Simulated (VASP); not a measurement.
# Na5Li3F8 (P1) in VASP: single point with HSE06

Aim: the single point of Na5Li3F8 with HSE06.

Everything below comes from runs of VASP 6.6.1. Logs are shortened: lines on timing, memory, paths and dates and some standing lists are left out, and cuts for length are marked.

### Step 1. The cell of the first run

The typed cell holds 64 atoms: a = 8.887 Å, b = 8.887 Å, c = 8.887 Å, α = 90.00°, β = 90.00°, γ = 90.00°.

### Step 2. Single point, HSE06

Contents of POSCAR:

```
Na5Li3F8
1.0
    8.8868270000      0.0000000000      0.0000000000
    0.0000000000      8.8868270000      0.0000000000
    0.0000000000      0.0000000000      8.8868270000
F Li Na
32 12 20
Direct
    0.2354100000      0.0044490000      0.9891850000
    0.2441760000      0.9898820000      0.5147100000
    0.2282990000      0.5268010000      0.0013910000
    0.2294470000      0.5091280000      0.5006110000
    0.7599110000      0.0007260000      0.9998210000
    0.7534460000      0.9626070000      0.4987650000
    0.7667310000      0.4991960000      0.0158110000
    0.7690660000      0.5039250000      0.4894490000
    0.0141500000      0.2527230000      0.0055050000
    0.9902820000      0.2677090000      0.5063640000
    0.0129340000      0.7751070000      0.9998740000
    0.9996530000      0.7329240000      0.4992020000
    0.4863720000      0.2508870000      0.0001670000
    0.5056510000      0.2519360000      0.5001000000
    0.4863490000      0.7509290000      0.0011870000
    0.4703580000      0.7460930000      0.5014330000
    0.9999020000      0.0208800000      0.2400730000
    0.0094420000      0.0174820000      0.7623090000
    0.9910150000      0.4845120000      0.2485320000
    0.9989020000      0.4811120000      0.7773260000
    0.5012420000      0.0021790000      0.2491010000
    0.4889390000      0.0022040000      0.7516870000
    0.5130920000      0.4983020000      0.2498990000
    0.4996980000      0.4982420000      0.7513310000
    0.2362620000      0.2507970000      0.2397990000
    0.2351290000      0.2407680000      0.7642540000
    0.2475360000      0.7527220000      0.2665570000
    0.2451510000      0.7661580000      0.7602420000
    0.7655360000      0.2622440000      0.2676340000
    0.7635110000      0.2498040000      0.7332350000
    0.7535710000      0.7335950000      0.2644940000
    0.7502240000      0.7460560000      0.7381190000
    0.0093210000      0.0002470000      0.9935530000
    0.0088930000      0.4764900000      0.9987550000
    0.0015000000      0.4978250000      0.4761120000
    0.2335160000      0.2253130000      0.9911570000
    0.2350140000      0.7524290000      0.9821470000
    0.2498220000      0.7512220000      0.4929920000
    0.7747090000      0.2843470000      0.4937040000
    0.7769120000      0.7419390000      0.4930750000
    0.2386870000      0.9968510000      0.7543330000
    0.7639030000      0.4979840000      0.2501250000
    0.0033450000      0.2524180000      0.2361700000
    0.0034520000      0.2533170000      0.7534200000
    0.9975950000      0.0053130000      0.5026470000
    0.4922970000      0.9995710000      0.9984440000
    0.5007280000      0.9953730000      0.5026190000
    0.4924760000      0.5016200000      0.0026470000
    0.5047250000      0.5029860000      0.4985740000
    0.2430610000      0.2497840000      0.5036800000
    0.7579630000      0.2507190000      0.0021400000
    0.7548080000      0.7483660000      0.0029600000
    0.2472540000      0.9999660000      0.2483040000
    0.2470230000      0.5021150000      0.2475960000
    0.2436610000      0.5025670000      0.7522620000
    0.7536220000      0.0015990000      0.2536150000
    0.7527490000      0.0000180000      0.7460030000
    0.7553420000      0.4979310000      0.7495850000
    0.0022860000      0.7479390000      0.2462280000
    0.0005260000      0.7464250000      0.7506450000
    0.5027140000      0.2519050000      0.2509070000
    0.4972590000      0.2480700000      0.7493880000
    0.4998930000      0.7484990000      0.2538950000
    0.4949250000      0.7525800000      0.7477130000
```

Contents of INCAR.step1:

```
ALGO = Normal ; EDIFF = 1E-5
ENCUT = 520 ; GGA = PE
ISIF = 2 ; ISMEAR = -1
LASPH = T ; LREAL = Auto
LUSENCCL = F ; LWAVE = T
NBANDS = 238 ; NELM = 60
PREC = Accurate ; SIGMA = 0.05
```

Contents of INCAR.step2:

```
ALGO = Normal ; EDIFF = 1E-6
ENCUT = 520 ; GGA = PE
HFSCREEN = 0.2079 ; ISIF = 2
ISMEAR = -1 ; ISTART = 1
LASPH = T ; LCHARG = T
LELF = T ; LHFCALC = T
LREAL = Auto ; LUSENCCL = F
LVHAR = T ; LWAVE = F
NBANDS = 238 ; NELM = 60
PREC = Accurate ; PRECFOCK = Fast
SIGMA = 0.05
```

Contents of KPOINTS:

```
k-points
0
Gamma
  1 1 1
```

Potentials or basis: VASP PAW PBE potentials, release 64 (F, Li_sv, Na_pv).

Run with:

```
> cat potpaw_PBE.64/F/POTCAR potpaw_PBE.64/Li_sv/POTCAR potpaw_PBE.64/Na_pv/POTCAR > POTCAR
> cp INCAR.step1 INCAR
> mpirun -np 1 vasp_gam > vasp.out
> cp INCAR.step2 INCAR
> mpirun -np 1 vasp_gam > vasp.out
```

OUTCAR:

```text
EDIFF = 1E-6
   ENCUT = 520
   GGA = PE
   HFSCREEN = 0.2079
   ISIF = 2
   ISMEAR = -1
   ISTART = 1
   LASPH = T
   LHFCALC = T
   LREAL = Auto
   NELM = 60
   PREC = Accurate
   PRECFOCK = Fast

 ion  position               nearest neighbor table
   1  0.235  0.004  0.989-  36 1.96  33 2.01  41 2.09  37 2.24  46 2.28  53 2.31
   2  0.244  0.990  0.515-  38 2.13  41 2.13  45 2.20  47 2.28  50 2.31
   3  0.228  0.527  0.001-  34 2.00  37 2.01  54 2.21  55 2.23
   4  0.229  0.509  0.501-  35 2.04  38 2.16  55 2.24  54 2.25  50 2.31
   5  0.760  0.001  1.000-  33 2.22  51 2.22  52 2.24  56 2.26  57 2.26
   6  0.753  0.963  0.499-  40 1.97  45 2.20  56 2.21  57 2.22  47 2.26
   7  0.767  0.499  0.016-  42 2.08  34 2.17  51 2.21  52 2.22
   8  0.769  0.504  0.489-  39 1.95  35 2.07  40 2.12  42 2.13  58 2.32
   9  0.014  0.253  0.006-  36 1.97  34 1.99  43 2.05  44 2.24  33 2.25  51 2.28
  10  0.990  0.268  0.506-  39 1.92  35 2.07  44 2.20  50 2.25  45 2.33
  11  0.013  0.775  1.000-  37 1.99  33 2.00  59 2.20  60 2.23  52 2.31
  12  1.000  0.733  0.499-  40 1.98  35 2.10  38 2.23  60 2.24  59 2.25
  13  0.486  0.251  0.000-  48 2.23  62 2.23  61 2.23  46 2.23
  14  0.506  0.252  0.500-  61 2.21  62 2.22  49 2.23  47 2.28  50 2.33
  15  0.486  0.751  0.001-  46 2.21  48 2.22  37 2.24  63 2.25  64 2.25
  16  0.470  0.746  0.501-  38 1.96  49 2.18  64 2.20  63 2.22  47 2.23
  17  1.000  0.021  0.240-  43 2.06  56 2.20  33 2.20  53 2.21  45 2.34
[... 18 lines left out ...]
  36  0.234  0.225  0.991-   1 1.96   9 1.97  26 2.02  25 2.22
  37  0.235  0.752  0.982-  28 1.98  11 1.99   3 2.01  15 2.24   1 2.24
  38  0.250  0.751  0.493-  16 1.96  27 2.01   2 2.13   4 2.16  12 2.23
  39  0.775  0.284  0.494-  10 1.92   8 1.95  29 2.02  30 2.15
  40  0.777  0.742  0.493-   6 1.97  12 1.98  31 2.04   8 2.12  32 2.19
  41  0.239  0.997  0.754-  18 2.05  28 2.05   1 2.09   2 2.13  26 2.17  22 2.22
  42  0.764  0.498  0.250-  19 2.02   7 2.08  31 2.10  29 2.10   8 2.13  23 2.23
  43  0.003  0.252  0.236-   9 2.05  17 2.06  19 2.07  25 2.07  29 2.13
  44  0.003  0.253  0.753-  20 2.04  26 2.06  18 2.10  30 2.14  10 2.20   9 2.24
  45  0.998  0.005  0.503-   2 2.20   6 2.20  18 2.31  10 2.33  17 2.34
  46  0.492  1.000  0.998-  22 2.19  15 2.21  21 2.23  13 2.23   1 2.28
  47  0.501  0.995  0.503-  22 2.22  16 2.23  21 2.25   6 2.26  14 2.28   2 2.28
  48  0.492  0.502  0.003-  23 2.21  15 2.22  13 2.23  24 2.23
  49  0.505  0.503  0.499-  16 2.18  23 2.21  14 2.23  24 2.25
  50  0.243  0.250  0.504-  10 2.25   4 2.31   2 2.31  26 2.32  14 2.33  25 2.35
  51  0.758  0.251  0.002-   7 2.21   5 2.22   9 2.28
  52  0.755  0.748  0.003-   7 2.22   5 2.24  11 2.31  31 2.33
  53  0.247  1.000  0.248-  27 2.20  17 2.21  25 2.23  21 2.26   1 2.31
  54  0.247  0.502  0.248-   3 2.21  27 2.23  25 2.24   4 2.25  19 2.28
  55  0.244  0.503  0.752-  20 2.19   3 2.23   4 2.24  24 2.28  26 2.33  28 2.34
  56  0.754  0.002  0.254-  17 2.20   6 2.21  21 2.24   5 2.26  29 2.32
  57  0.753  0.000  0.746-   6 2.22  30 2.22   5 2.26  32 2.26  18 2.29  22 2.35
  58  0.755  0.498  0.750-  20 2.18  32 2.21  30 2.21  24 2.27   8 2.32
[... 265 lines left out ...]
  Thomas-Fermi vector in A             =   2.484246
   LORBIT       =      0    0 simple, 1 ext, 2 COOP (PROOUT), +10 PAW based schemes
   GGA     = PE    functional components
   LHFCALC =     T    Hartree Fock is set to
   PRECFOCK=fast      Normal, Fast or Accurate (Low or Medium for compatibility)
   ENCUT4O =  -1.0   cutoff for four orbital integrals eV
   NKREDX  =     1    reduce k-point grid by
   NKREDY  =     1    reduce k-point grid by
   NKREDZ  =     1    reduce k-point grid by
   AEXX    =    0.2500 exact exchange contribution
   HFSCREEN=    0.2079 screening length (either q_TF or 0.3 A-1)
   HFSCREENC=   0.2079 screening length for correlation (either q_TF or 0.3 A-1)
   ENCUTFOCK=  -1.0 apply spherical cutoff to Coloumb kernel
   IVDW    =     0    specifies the selected vdW correction
   LEPSILON=     F    determine dielectric tensor
   LRPA    =     F    only Hartree local field effects (RPA)
 non-spin polarized calculation
  energy-cutoff  :      520.00
  volume of cell :      701.84
 maximum number of plane-waves:      9475
 NGX is ok and might be reduce to    70
  NGX = 36; NGY = 36; NGZ = 36

 number of electron     400.0000064 magnetization

 Free energy of the ion-electron system (eV)
  ---------------------------------------------------
  ext. energy  EPLUGINS =         0.00000000
  ---------------------------------------------------
  free energy    TOTEN  =      -340.33734037 eV

  energy without entropy =     -340.33734037  energy(sigma->0) =     -340.33734037

 E-fermi :  -2.1555     XC(G=0):  -7.6511

 val. band max:       -3.4915441611   @ k =   0.0000   0.0000   0.0000
 cond. band min:       5.5069319173   @ k =   0.0000   0.0000   0.0000
 fundamental gap:      8.9984760784
 Fermi energy:        -2.1554565653

 k-point     1 :       0.0000    0.0000    0.0000
  band No.  band energies     occupation
      1     -47.0122      2.00000
      2     -46.9980      2.00000
      3     -46.9272      2.00000
      4     -46.8994      2.00000
      5     -46.8767      2.00000
      6     -46.8684      2.00000
[... 204 lines left out ...]
    211       9.2395      0.00000
    212       9.3041      0.00000
 [bands above 212 left out]

------------------------ aborting loop because EDIFF is reached ----------------------------------------

  FORCE on cell =-STRESS in cart. coord.  units (eV):
  Direction    XX          YY          ZZ          XY          YZ          ZX
  --------------------------------------------------------------------------------------
  -------------------------------------------------------------------------------------
  Total       -0.9178388      2.5398110      1.7572780      0.5264107     -0.5192517      0.3075570
  in kB       -2.0952547      5.7979145      4.0115377      1.2016974     -1.1853547      0.7020953
  external PRESSURE =       2.5713992 kB  Pullay stress =       0.0000000 kB

 VOLUME and BASIS-vectors are now :
 -----------------------------------------------------------------------------
  energy-cutoff  :      520.00
  volume of cell :      701.84
      direct lattice vectors                 reciprocal lattice vectors
     8.886827000  0.000000000  0.000000000     0.112526102  0.000000000  0.000000000
     0.000000000  8.886827000  0.000000000     0.000000000  0.112526102  0.000000000
     0.000000000  0.000000000  8.886827000     0.000000000  0.000000000  0.112526102

 POSITION                                       TOTAL-FORCE (eV/Angst)
 -----------------------------------------------------------------------------------
      2.09205      0.03954      8.79072        -0.004062      0.007345      0.003586
      2.16995      8.79691      4.57414        -0.002917      0.003586      0.003624
      2.02885      4.68159      0.01236        -0.018684      0.012409     -0.002363
      2.03906      4.52453      4.44884        -0.014980     -0.007575      0.001810
      6.75320      0.00645      8.88524        -0.008417     -0.000139     -0.000178
      6.69574      8.55452      4.43244        -0.002416     -0.006188      0.002288
[... 56 lines left out ...]
      4.44246      6.65178      2.25632         0.003009      0.000907     -0.001751
      4.39831      6.68805      6.64480         0.003291      0.000708     -0.001312
 -----------------------------------------------------------------------------------
    total drift:                               -0.053649     -0.030140      0.048016

  FREE ENERGIE OF THE ION-ELECTRON SYSTEM (eV)
  ---------------------------------------------------
  free  energy   TOTEN  =      -340.3373403726 eV

  energy  without entropy=     -340.3373403726  energy(sigma->0) =     -340.33734037
```

Wall time 7.7 min (1 × NVIDIA H100 80GB with 1 thread of AMD EPYC 7R13 (Zen 3), shared host); peak memory 1.6 GiB.

What came out:

```
Free energy            : -340.3373 eV
Largest force          : 0.045 eV/Å
Band gap on the k mesh : 9.00 eV
```

Forces in eV/Å, atoms in the order of the input:
```
F   -0.004  0.007  0.004
F   -0.003  0.004  0.004
F   -0.019  0.012 -0.002
F   -0.015 -0.008  0.002
F   -0.008  0.000  0.000
F   -0.002 -0.006  0.002
F    0.007  0.002  0.003
F    0.010 -0.012  0.004
F    0.012  0.007  0.004
F   -0.009  0.010  0.002
F    0.009  0.012  0.001
F   -0.007 -0.006  0.005
F    0.004 -0.001 -0.001
F   -0.009 -0.003 -0.002
F    0.000 -0.001 -0.003
F   -0.011 -0.001  0.000
F    0.001  0.016  0.009
F    0.002  0.010  0.003
F    0.000 -0.007  0.010
F    0.002 -0.012  0.018
F   -0.003 -0.004  0.001
F    0.006  0.000  0.000
F    0.000  0.003 -0.001
F    0.002  0.005 -0.003
F   -0.007  0.003  0.009
F   -0.006  0.009  0.011
F    0.000 -0.003  0.012
F    0.002  0.008  0.009
F    0.003  0.001  0.015
F    0.000  0.000 -0.008
F   -0.002 -0.006  0.006
F    0.001  0.003  0.003
Li   0.002 -0.009  0.010
Li  -0.003 -0.033 -0.002
Li  -0.006  0.011 -0.032
Li  -0.026 -0.032  0.002
Li  -0.017 -0.020 -0.037
Li   0.018 -0.001  0.002
Li   0.035  0.013  0.011
Li   0.023  0.023  0.007
Li   0.003  0.005 -0.011
Li   0.013  0.011 -0.002
Li  -0.009 -0.008 -0.021
Li  -0.009 -0.008 -0.016
Na   0.000  0.001 -0.001
Na   0.000  0.001  0.000
Na   0.003  0.001 -0.001
Na  -0.001  0.002  0.000
Na   0.003 -0.001  0.001
Na   0.004 -0.001 -0.001
Na  -0.002  0.000 -0.001
Na  -0.001  0.002  0.000
Na   0.006  0.000 -0.001
Na   0.006  0.000 -0.001
Na   0.006  0.003 -0.003
Na  -0.003 -0.001  0.000
Na  -0.004  0.000 -0.002
Na  -0.004  0.001 -0.003
Na  -0.001 -0.001 -0.002
Na  -0.001 -0.002  0.000
Na   0.001  0.000 -0.001
Na   0.002 -0.001 -0.003
Na   0.003  0.001 -0.002
Na   0.003  0.001 -0.001
```

Levels at points of the mesh, in eV from the valence-band top:
| k point | band 196 | band 197 | band 198 | band 199 | band 200 | band 201 | band 202 | band 203 | band 204 | band 205 |
| --- | --- | --- | --- | --- | --- | --- | --- | --- | --- | --- |
| (0.00, 0.00, 0.00) | -0.17 | -0.16 | -0.04 | -0.02 | 0.00 | 9.00 | 11.22 | 11.31 | 11.38 | 11.43 |

Caveat: the k points lie up to 0.71 Å⁻¹ apart; the cutoff is under 1.25 times the usual one of these potentials, so pressure, stress and relaxed cells hold a basis-set (Pulay) error; the PAW data sets were made with another functional, which shifts forces and pressure a little; an odd mesh through Γ misses points on the zone boundary, where band edges can lie.
